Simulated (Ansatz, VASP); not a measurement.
**One calculation of InSb, two programs**

Contents of POSCAR:

```
InSb
1.0
    0.0000000000      3.2139227572      3.3432541019
    3.2139227572      0.0000000000      3.3432541019
    3.2139227572      3.2139227572      0.0000000000
In Sb
1 1
Direct
    0.0000000000      0.0000000000      0.0000000000
    0.2500000000      0.2500000000      0.2500000000
```

INCAR.step1

```
PREC     = Accurate       # precision mode
ENCUT    = 520            # plane-wave cutoff, eV
ISMEAR   = -1             # smearing method
SIGMA    = 0.02           # smearing width, eV
LREAL    = False          # projectors in reciprocal space
LASPH    = True           # aspherical terms in the spheres
NELM     = 150            # most SCF steps
MAGMOM   = 0 0 0 0 0 0    # initial moments
LSORBIT  = True           # spin-orbit coupling
GGA_COMPAT= False        
NBANDS   = 30             # bands
GGA      = PE             # functional
ALGO     = Normal         # electronic algorithm
EDIFF    = 1E-4           # SCF threshold, eV
LWAVE    = True           # write WAVECAR
LCHARG   = False          # write CHGCAR
```

Contents of INCAR.step2:

```
PREC     = Accurate       # precision mode
ENCUT    = 520            # plane-wave cutoff, eV
EDIFF    = 1E-6           # SCF threshold, eV
ISMEAR   = -1             # smearing method
SIGMA    = 0.02           # smearing width, eV
LREAL    = False          # projectors in reciprocal space
LASPH    = True           # aspherical terms in the spheres
NELM     = 150            # most SCF steps
ALGO     = Normal         # electronic algorithm
ISIF     = 2              # what is computed and relaxed
LWAVE    = False          # write WAVECAR
LCHARG   = True           # write CHGCAR
MAGMOM   = 0 0 0 0 0 0    # initial moments
LORBIT   = 11             # projections on sites
LSORBIT  = True           # spin-orbit coupling
GGA_COMPAT= False        
LORBMOM  = True         
METAGGA  = R2SCAN         # meta-GGA
LMIXTAU  = True         
LVHAR    = True         
NBANDS   = 30             # bands
ISTART   = 1
```

Contents of KPOINTS:

```
Automatic mesh
0
Gamma
  6 6 6
```

Input for Ansatz:

```yaml
crystal:
  lattice:
    - [0.0, 3.2139227572, 3.3432541019]
    - [3.2139227572, 0.0, 3.3432541019]
    - [3.2139227572, 3.2139227572, 0.0]
  atoms:
    - { symbol: In, position: [0.0, 0.0, 0.0] }
    - { symbol: Sb, position: [0.25, 0.25, 0.25] }
kpoints:
  mp_grid: { grid: [6, 6, 6] }
  band_path:
    path:
      - [0.0, 0.0, 0.0]
      - [-0.5, -0.5, 0.0]
      - [-0.375, -0.375, 0.25]
      - [-0.375, 0.0, 0.375]
      - [0.0, 0.0, 0.5]
      - [-0.5, -0.25, 0.25]
      - [-0.017578, -0.017578, 0.0]
    npoints: 1
hamiltonian:
  xc: r2scan
scf:
  occupations: { method: fermi_dirac, width: 0.02 }
  n_extra_bands: 8
magnetization:
  noncollinear: true
  spin_orbit: true
output:
  forces: true
  stress: true
  eigenvalues: true
```

Change from the starting cell: epitaxial_xy strain -2.0%.

Alike in both runs: task single point; functional r2SCAN; k mesh 6 × 6 × 6; occupations fermi-dirac, width 0.02 eV; non-collinear spin, spin-orbit coupling.

```csv
,VASP,Ansatz
version,VASP 6.6.1,Ansatz 0.2.0
potentials or method,"VASP PAW PBE potentials, release 64 (In_d, Sb)","plane waves, PAW"
plane-wave cutoff (eV),520,500
valence electrons in the cell,18,28
```

|  | VASP | Ansatz | Ansatz less VASP |
| --- | --- | --- | --- |
| pressure (GPa) | 1.0 | 0.9 | -0.03 |
| traceless stress, the component that is largest in VASP (GPa) | -0.82 | -0.82 | -0.002 |

VASP's potentials were made for PBE, not for r2SCAN. The functional is the same, so the differences come from potentials, cutoffs and numerics. VASP's potentials hold 18 valence electrons a cell and Ansatz's 28, so a difference there can come from the potentials and not from the codes.
